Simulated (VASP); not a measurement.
Set up this calculation in VASP 6.6.1, as the native input.

- Task: single point
- Functional: PBE
- Potentials or basis: VASP PAW PBE potentials, release 64 (La, O)
- Cutoff: 520 eV
- k mesh: 12 × 12 × 6
- Occupations: gaussian, width 0.1 eV
- Spin: no spin polarisation
- Dipole correction: no
- Further INCAR settings: ALGO = Normal; EDIFF = 1e-06; NBANDS = 21

The structure of La2O lies in POSCAR:

```
La2O
1.0
    4.0643796853      0.0000000000      0.0000000000
   -2.0321898427      3.5198560581      0.0000000000
    0.0000000000      0.0000000000      5.7651973218
La O
2 1
Direct
    0.6666666667      0.3333333333      0.0000000000
    0.3333333333      0.6666666667      0.5000000000
    0.6666666667      0.3333333333      0.5000000000
```

The cell was built from a structure type or drawn by symmetry, and may not be a known phase.

These files were run (other wordings do the same):

INCAR

```
SYSTEM = La2O
PREC = Accurate ; ENCUT = 520
EDIFF = 1E-6 ; ISMEAR = 0
SIGMA = 0.1 ; LREAL = .False.
LASPH = .True. ; NELM = 100
ALGO = Normal ; ISIF = 2
LWAVE = .False. ; LCHARG = .True.
GGA = PE ; LELF = .True.
LVHAR = .True. ; NBANDS = 21
```

KPOINTS

```
regular mesh
0
Gamma
  12 12 6
  0 0 0
```

Potentials or basis: VASP PAW PBE potentials, release 64 (La, O).

The run is started by

```bash
$ cat potpaw_PBE.64/La/POTCAR potpaw_PBE.64/O/POTCAR > POTCAR
$ mpirun -np 1 vasp_std > vasp.out
```

It gave:

| Item | Value |
| --- | --- |
| Pressure | -0.1 GPa |
| Band gap on the k mesh | zero (bands 14 and 15 overlap by 0.92 eV) |

Caveat: spin-orbit coupling is left out, which moves the levels of the heavy elements.

It took 76 s on 1 thread of Intel(R) Xeon(R) 6975P-C (Granite Rapids), with other jobs on the host, peak memory 0.29 GiB.
